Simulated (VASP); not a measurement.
Input of a VASP 6.6.1 run:

File INCAR:

```
SYSTEM = Ir
ALGO = Normal
EDIFF = 1E-6
ENCUT = 520
ISIF = 2
ISMEAR = 0
LASPH = .TRUE.
LCHARG = .FALSE.
LREAL = .FALSE.
LWAVE = .FALSE.
NBANDS = 10
NELM = 80
PREC = Accurate
SIGMA = 0.15
```

KPOINTS

```
k-points
0
G
  22 22 22
  0 0 0
```

File POSCAR:

```
Ir
1.0
    0.0000000000      1.9197000000      1.7661240000
    1.9197000000      0.0000000000      1.7661240000
    1.9197000000      1.9197000000      0.0000000000
Ir
1
Direct
    0.0000000000      0.0000000000      0.0000000000
```

Potentials or basis: VASP PAW LDA potentials, release 64 (Ir).

Command:

```bash
$ cat potpaw_LDA.64/Ir/POTCAR > POTCAR
$ mpirun -np 1 vasp_std > vasp.out
```

**Question.** Estimate the pressure.

**Answer.** 34.2 GPa.

Stress tensor (GPa, compression positive):
```
22.17  0.00  0.00
 0.00 22.17  0.00
 0.00  0.00 58.17
```

Caveat: the cell differs from its parent crystal (strain +0.000 along x and y, -0.080 along z).
